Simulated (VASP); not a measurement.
The system is SiC (Moissanite 3C).

```
Si C
1.0
     0.00000    2.17900    2.17900
     2.17900    0.00000    2.17900
     2.17900    2.17900    0.00000
Si C
1 1
Direct
  0.00000 0.00000 0.00000
  0.75000 0.75000 0.75000
```

Base run:

- Program: VASP 6.6.1
- Functional: revPBE
- Dispersion: D3(BJ)
- Potentials or basis: VASP PAW PBE potentials, release 64 (Si, C)
- Cutoff: 600 eV
- k mesh: 10 × 10 × 10
- Occupations: fermi-dirac, width 0.05 eV
- Spin: no spin polarisation

Its results: band gap on the k mesh 1.36 eV, indirect (least direct gap 4.54 eV); pressure -4.2 GPa.

**Question.** The run is repeated on the same cell with these changes: functional from revPBE to BLYP; dispersion from D3(BJ) to D4. What comes out?

**Answer.** Band gap on the k mesh 1.70 eV, indirect (least direct gap 4.84 eV); pressure -0.4 GPa.

Several settings changed at once, so the effect can't be laid on one alone.

Caveats: the PAW data sets were made with another functional, which shifts forces and pressure a little.

A k mesh can miss the band edges.
